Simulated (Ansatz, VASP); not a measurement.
BaTiO3: VASP beside Ansatz

```
Ba Ti O
1.0
     3.72890   -0.42193    0.02237
    -0.28447    3.27547    3.11008
     0.31643   -2.75371    2.58992
Ba Ti O
1 1 3
Direct
  0.00364 0.99727 0.99850
  0.50025 0.51161 0.51018
  0.99835 0.49282 0.49504
  0.49991 0.50154 0.99454
  0.49786 0.99299 0.49796
```

Alike in both runs: functional PBE; k mesh 7 × 6 × 7; occupations fermi-dirac, width 0.05 eV; no spin polarisation; Hubbard terms Ti d U = 3.0 eV.

|  | VASP | Ansatz |
| --- | --- | --- |
| version | VASP 6.6.1 | Ansatz 0.2.0 |
| potentials or method | VASP PAW PBE potentials, release 64 (Ba_sv, Ti_sv, O) | Ansatz PAW |
| plane-wave cutoff (eV) | 520 | 420 |
| valence electrons in the cell | 40 | 40 |
| task | single point | band structure |

Ansatz gave:

| Quantity | Value |
| --- | --- |
| gap on the k mesh at the Fermi level (eV) | 0.94 |
| least direct gap on the mesh (eV) | 1.02 |
| pressure (GPa) | 18.4 |
| traceless stress, the component that is largest in VASP (GPa) | 26.14 |
| rms of the force components (eV/Å) | 0.252 |

Q: Which values does VASP return?

A: gap on the k mesh at the Fermi level (eV): 0.79; least direct gap on the mesh (eV): 0.88; pressure (GPa): 22.7; traceless stress, the component that is largest in VASP (GPa): 27.50; rms of the force components (eV/Å): 0.293.

The programs project onto different local orbitals, so the same U acts differently, and such runs can settle in different states. Atom by atom the forces differ by 0.089 eV/Å (rms over components).

Spin-orbit coupling is off throughout.
